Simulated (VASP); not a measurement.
# P (Cmce) in VASP: notebook

The runs below take P through single point, relaxation of cell and atoms, with r2SCAN, PBE+D3(BJ).

All numbers are computed with VASP 6.6.1; they aren't measurements. Logs are shortened: lines on timing, memory, paths and dates and some standing lists are left out, and cuts for length are marked.

## (1) The cell of the first run

Symmetry: Cmce, No. 64, orthorhombic system. Conventional cell: a = 3.323 Å, b = 10.195 Å, c = 4.165 Å, α = 90.00°, β = 90.00°, γ = 90.00°. P (site symmetry m) has 3 P at 2.23 to 2.25 Å within 2.9 Å.

## (2) Single point, r2SCAN

Contents of POSCAR:

```
P
1.0
    1.6614147008     -5.0972767883      0.0000000000
    1.6614147008      5.0972767883      0.0000000000
    0.0000000000      0.0000000000      4.1648374797
P
4
Direct
    0.8936276161      0.1063723839      0.0718894423
    0.6063723839      0.3936276161      0.5718894423
    0.1063723839      0.8936276161      0.9281105577
    0.3936276161      0.6063723839      0.4281105577
```

Contents of INCAR.step1:

```
SYSTEM = P
PREC     = Accurate       ! precision mode
ENCUT    = 520            ! plane-wave cutoff, eV
ISMEAR   = 0              ! smearing method
SIGMA    = 0.1            ! smearing width, eV
LREAL    = .False.        ! projectors in reciprocal space
LASPH    = .True.         ! aspherical terms in the spheres
NELM     = 80             ! most SCF steps
NBANDS   = 18             ! bands
GGA      = PE             ! functional
ALGO     = Normal         ! electronic algorithm
EDIFF    = 1E-4           ! SCF threshold, eV
LWAVE    = .True.         ! write WAVECAR
LCHARG   = .False.        ! write CHGCAR
```

Contents of INCAR.step2:

```
SYSTEM = P
PREC     = Accurate       ! precision mode
ENCUT    = 520            ! plane-wave cutoff, eV
EDIFF    = 1E-7           ! SCF threshold, eV
ISMEAR   = 0              ! smearing method
SIGMA    = 0.1            ! smearing width, eV
LREAL    = .False.        ! projectors in reciprocal space
LASPH    = .True.         ! aspherical terms in the spheres
NELM     = 80             ! most SCF steps
ALGO     = Normal         ! electronic algorithm
ISIF     = 2              ! what is computed and relaxed
LWAVE    = .False.        ! write WAVECAR
LCHARG   = .False.        ! write CHGCAR
METAGGA  = R2SCAN         ! meta-GGA
LMIXTAU  = .True.       
NBANDS   = 18             ! bands
ISTART   = 1
```

Contents of KPOINTS:

```
Automatic mesh
0
Gamma
  14 14 10
  0 0 0
```

Potentials or basis: VASP PAW PBE potentials, release 64 (P).

Run with:

```bash
$ cat potpaw_PBE.64/P/POTCAR > POTCAR
$ cp INCAR.step1 INCAR
$ mpirun -np 1 vasp_std > vasp.out
$ cp INCAR.step2 INCAR
$ mpirun -np 1 vasp_std > vasp.out
```

OUTCAR:

```text
SYSTEM = P
   PREC = Accurate
   ENCUT = 520
   EDIFF = 1E-7
   ISMEAR = 0
   LREAL = .False.
   LASPH = .True.
   NELM = 80
   ISIF = 2
   METAGGA = R2SCAN
   ISTART = 1

 ion  position               nearest neighbor table
   1  0.894  0.106  0.072-   4 2.23   4 2.23   3 2.25
   2  0.606  0.394  0.572-   3 2.23   3 2.23   4 2.25
   3  0.106  0.894  0.928-   2 2.23   2 2.23   1 2.25
   4  0.394  0.606  0.428-   1 2.23   1 2.23   2 2.25

  LATTYP: Found a base centered orthorhombic cell.
 ALAT       =     3.3228294016
 B/A-ratio  =     3.0680339989
 C/A-ratio  =     1.2534009353

  Lattice vectors:

 A1 = (   1.6614147008,  -5.0972767883,   0.0000000000)
 A2 = (   1.6614147008,   5.0972767883,   0.0000000000)
 A3 = (   0.0000000000,   0.0000000000,   4.1648374797)

Analysis of symmetry for initial positions (statically):
=====================================================================
 Subroutine PRICEL returns:
 Original cell was already a primitive cell.

 Routine SETGRP: Setting up the symmetry group for a
 base centered orthorhombic supercell.

 Subroutine GETGRP returns: Found  8 space group operations
 (whereof  4 operations were pure point group operations)
 out of a pool of  8 trial point group operations.

The static configuration has the point symmetry C_2h.
 The point group associated with its full space group is D_2h.

Analysis of symmetry for dynamics (positions and initial velocities):
=====================================================================
 Subroutine PRICEL returns:
 Original cell was already a primitive cell.

 Routine SETGRP: Setting up the symmetry group for a
 base centered orthorhombic supercell.

 Subroutine GETGRP returns: Found  8 space group operations
 (whereof  4 operations were pure point group operations)
 out of a pool of  8 trial point group operations.

The dynamic configuration has the point symmetry C_2h.
 The point group associated with its full space group is D_2h.

 Subroutine INISYM returns: Found  8 space group operations
 (whereof  4 operations are pure point group operations),
 and found     1 'primitive' translations

----------------------------------------------------------------------------------------

                                     Primitive cell

  volume of cell :      70.5414

  direct lattice vectors                    reciprocal lattice vectors
     1.661414701 -5.097276788  0.000000000     0.300948342 -0.098091593  0.000000000
     1.661414701  5.097276788  0.000000000     0.300948342  0.098091593  0.000000000
     0.000000000  0.000000000  4.164837480     0.000000000  0.000000000  0.240105407

  length of vectors
     5.361205971  5.361205971  4.164837480     0.316530986  0.316530986  0.240105407

  position of ions in fractional coordinates (direct lattice)
     0.893627616  0.106372384  0.071889442
     0.606372384  0.393627616  0.571889442
     0.106372384  0.893627616  0.928110558
     0.393627616  0.606372384  0.428110558

  ion indices of the primitive-cell ions
   primitive index   ion index
                 1           1
                 2           2
                 3           3
                 4           4

----------------------------------------------------------------------------------------

 KPOINTS: Automatic mesh

Automatic generation of k-mesh.
 Grid dimensions read from file:
 generate k-points for:   14   14   10

 Generating k-lattice:

  Cartesian coordinates                     Fractional coordinates (reciprocal lattice)
     0.021496310 -0.007006542  0.000000000     0.071428571  0.000000000  0.000000000
     0.021496310  0.007006542  0.000000000     0.000000000  0.071428571  0.000000000
     0.000000000  0.000000000  0.024010541     0.000000000  0.000000000  0.100000000

  Length of vectors
     0.022609356  0.022609356  0.024010541

  Shift w.r.t. Gamma in fractional coordinates (k-lattice)
     0.000000000  0.000000000  0.000000000

 Subroutine IBZKPT returns following result:
 ===========================================

 Found    342 irreducible k-points:

 Following reciprocal coordinates:
            Coordinates               Weight
  0.000000  0.000000  0.000000      1.000000
  0.071429  0.000000  0.000000      4.000000
  0.142857  0.000000  0.000000      4.000000
  0.214286  0.000000  0.000000      4.000000
  0.285714  0.000000  0.000000      4.000000
  0.357143  0.000000  0.000000      4.000000
[... 16 lines left out ...]
  0.214286  0.142857  0.000000      4.000000
  0.285714  0.142857  0.000000      4.000000
 [... further k-points ...]
   k-points           NKPTS =    342   k-points in BZ     NKDIM =    342   number of bands    NBANDS=     18
   number of dos      NEDOS =    301   number of ions     NIONS =      4
   total plane-waves  NPLWV =  51200
   dimension x,y,z NGX =    40 NGY =   40 NGZ =   32
   dimension x,y,z NGXF=    80 NGYF=   80 NGZF=   64
   ions per type =               4
   NGX,Y,Z   is equivalent  to a cutoff of  12.40, 12.40, 12.77 a.u.
   NGXF,Y,Z  is equivalent  to a cutoff of  24.81, 24.81, 25.55 a.u.
 SYSTEM =  P
   PREC   = accura    normal or accurate (medium, high low for compatibility)
   ISTART =      1    job   : 0-new  1-cont  2-samecut
   ICHARG =      0    charge: 1-file 2-atom 10-const
   ISPIN  =      1    spin polarized calculation?
   LNONCOLLINEAR =      F non collinear calculations
   LSORBIT =      F    spin-orbit coupling
   LASPH  =      T    aspherical Exc in radial PAW
   ENCUT  =  520.0 eV  38.22 Ry    6.18 a.u.   9.97  9.97  7.74*2*pi/ulx,y,z
   NELM   =     80;   NELMIN=  2; NELMDL=  0     # of ELM steps
   EDIFF  = 0.1E-06   stopping-criterion for ELM
   LREAL  =      F    real-space projection
   EDIFFG = 0.1E-05   stopping-criterion for IOM
   NSW    =      0    number of steps for IOM
   IBRION =     -1    ionic relax: 0-MD 1-quasi-New 2-CG
   NFREE  =      0    steps in history (QN), initial steepest desc. (CG)
   ISIF   =      2    stress and relaxation
   ISYM   =      2    0-nonsym 1-usesym 2-fastsym
   POTIM  = 0.5000    time-step for ionic-motion
   TEBEG  =    0.0;   TEEND  =   0.0 temperature during run
   PSTRESS=    0.0 pullay stress
   NELECT =      20.0000    total number of electrons
   NUPDOWN=      -1.0000    fix difference up-down
   EMIN   =  10.00;   EMAX   =-10.00  energy-range for DOS
   EFERMI =   0.00;   METHOD = LEGACY
   ISMEAR =     0;   SIGMA  =   0.10  broadening in eV -4-tet -1-fermi 0-gaus
   EFERMI_NEDOS =   21; number of points for ismear=-14 and -15
   IALGO  =     38    algorithm
   IMIX   =      4    mixing-type and parameters
     AMIX     =   0.40;   BMIX     =  1.00
     AMIX_MAG =   1.60;   BMIX_MAG =  1.00
  volume/ion in A,a.u.               =      17.64       119.01
  Fermi-wavevector in a.u.,A,eV,Ry     =   1.075483  2.032367 15.737353  1.156663
  Thomas-Fermi vector in A             =   2.211340
   LORBIT       =      0    0 simple, 1 ext, 2 COOP (PROOUT), +10 PAW based schemes
   METAGGA = R2SCAN    functional components
   LHFCALC =     F    Hartree Fock is set to
   AEXX    =    0.0000 exact exchange contribution
   IVDW    =     0    specifies the selected vdW correction
   LEPSILON=     F    determine dielectric tensor
   LRPA    =     F    only Hartree local field effects (RPA)
 non-spin polarized calculation
 Gauss-broadening in eV      SIGMA  =   0.10
  energy-cutoff  :      520.00
  volume of cell :       70.54
 maximum number of plane-waves:      1916
   NGX = 19   NGY = 19   NGZ = 15

 number of electron      19.9999998 magnetization

 Free energy of the ion-electron system (eV)
  ---------------------------------------------------
  ext. energy  EPLUGINS =         0.00000000
  ---------------------------------------------------
  free energy    TOTEN  =       -35.74155574 eV

  energy without entropy =      -35.74113143  energy(sigma->0) =      -35.74134359

 E-fermi :   7.4881     XC(G=0): -10.7279

 val. band max:        7.4052851430   @ k =  -0.4286   0.4286   0.0000
 cond. band min:       7.5018205472   @ k =   0.5000   0.1429   0.0000
 fundamental gap:      0.0965354042
 Fermi energy:         7.4881286085

 k-point     1 :       0.0000    0.0000    0.0000
  band No.  band energies     occupation
      1      -9.4479      2.00000
      2      -5.9423      2.00000
      3      -2.2242      2.00000
      4      -0.2668      2.00000
      5       2.0409      2.00000
      6       3.0050      2.00000
[... 10 lines left out ...]
     17      15.0096      0.00000
     18      15.2592      0.00000

 k-point     2 :       0.0714    0.0000    0.0000
  band No.  band energies     occupation
      1      -9.3801      2.00000
      2      -5.8883      2.00000
      3      -2.2844      2.00000
      4      -0.1965      2.00000
      5       2.1027      2.00000
      6       2.6336      2.00000
[... 10 lines left out ...]
     17      14.4090      0.00000
     18      14.9113      0.00000

 k-point     3 :       0.1429    0.0000    0.0000
  band No.  band energies     occupation
      1      -9.1774      2.00000
      2      -5.7260      2.00000
      3      -2.5023      2.00000
      4       0.0119      2.00000
      5       1.7603      2.00000
      6       2.1715      2.00000
[... 10 lines left out ...]
     17      13.1347      0.00000
     18      14.8323      0.00000

 k-point     4 :       0.2143    0.0000    0.0000
  band No.  band energies     occupation
      1      -8.8417      2.00000
      2      -5.4540      2.00000
      3      -2.9548      2.00000
      4       0.3498      2.00000
      5       0.6892      2.00000
      6       1.7234      2.00000
[... 375 lines left out ...]
      4      -0.5117      2.00000
      5       0.5950      2.00000
      6       1.5672      2.00000
[... 10 lines left out ...]
     17      14.1673      0.00000
     18      14.9011      0.00000

 k-point    23 :       0.2143    0.1429    0.0000
  band No.  band energies     occupation
      1      -7.8669      2.00000
      2      -4.4437      2.00000
      3      -4.3295      2.00000
      4      -1.6385      2.00000
      5       1.0390      2.00000
      6       1.7049      2.00000
[... 10 lines left out ...]
     17      14.2683      0.00000
     18      16.1022      0.00000

 k-point    24 :       0.2857    0.1429    0.0000
  band No.  band energies     occupation
      1      -7.1840      2.00000
      2      -5.3120      2.00000
      3      -3.6615      2.00000
      4      -2.6612      2.00000
      5       1.5065      2.00000
      6       1.9880      2.00000
[... 10 lines left out ...]
     17      14.2192      0.00000
     18      15.6851      0.00000

 [... further k-points ...]

------------------------ aborting loop because EDIFF is reached ----------------------------------------

  FORCE on cell =-STRESS in cart. coord.  units (eV):
  Direction    XX          YY          ZZ          XY          YZ          ZX
  --------------------------------------------------------------------------------------
  -------------------------------------------------------------------------------------
  Total        0.8891646      1.0040041      1.0571164      0.0000000      0.0000000      0.0000000
  in kB       20.1952125     22.8035132     24.0098304      0.0000000      0.0000000      0.0000000
  external PRESSURE =      22.3361854 kB  Pullay stress =       0.0000000 kB

 VOLUME and BASIS-vectors are now :
 -----------------------------------------------------------------------------
  energy-cutoff  :      520.00
  volume of cell :       70.54
      direct lattice vectors                 reciprocal lattice vectors
     1.661414701 -5.097276788  0.000000000     0.300948342 -0.098091593  0.000000000
     1.661414701  5.097276788  0.000000000     0.300948342  0.098091593  0.000000000
     0.000000000  0.000000000  4.164837480     0.000000000  0.000000000  0.240105407

 POSITION                                       TOTAL-FORCE (eV/Angst)
 -----------------------------------------------------------------------------------
      1.66141     -4.01286      0.29941         0.000000     -0.267225      0.367855
      1.66141     -1.08442      2.38183         0.000000      0.267225      0.367855
      1.66141      4.01286      3.86543         0.000000      0.267225     -0.367855
      1.66141      1.08442      1.78301         0.000000     -0.267225     -0.367855
 -----------------------------------------------------------------------------------
    total drift:                               -0.000000     -0.000000      0.000000

  FREE ENERGIE OF THE ION-ELECTRON SYSTEM (eV)
  ---------------------------------------------------
  free  energy   TOTEN  =       -35.7415557410 eV

  energy  without entropy=      -35.7411314313  energy(sigma->0) =      -35.74134359
```

Run time: 29 min. Hardware: 1 thread of Intel Xeon 8259CL, shared host; peak memory 0.44 GiB.

Results:

```yaml
Free_energy: -35.7416 eV
Pressure: 2.2 GPa
Largest_force: 0.455 eV/Å
Band_gap_on_the_k_mesh: zero (bands 10 and 11 overlap by 0.21 eV)
```

Forces on the atoms (eV/Å):
```
P    0.000 -0.267  0.368
P    0.000  0.267  0.368
P    0.000  0.267 -0.368
P    0.000 -0.267 -0.368
```

Caveat: the PAW data sets were made with another functional, which shifts forces and pressure a little.

(Part 1 of 2 ends here.)

The gap in the log of VASP goes by the Fermi energy; the results here count the filled bands.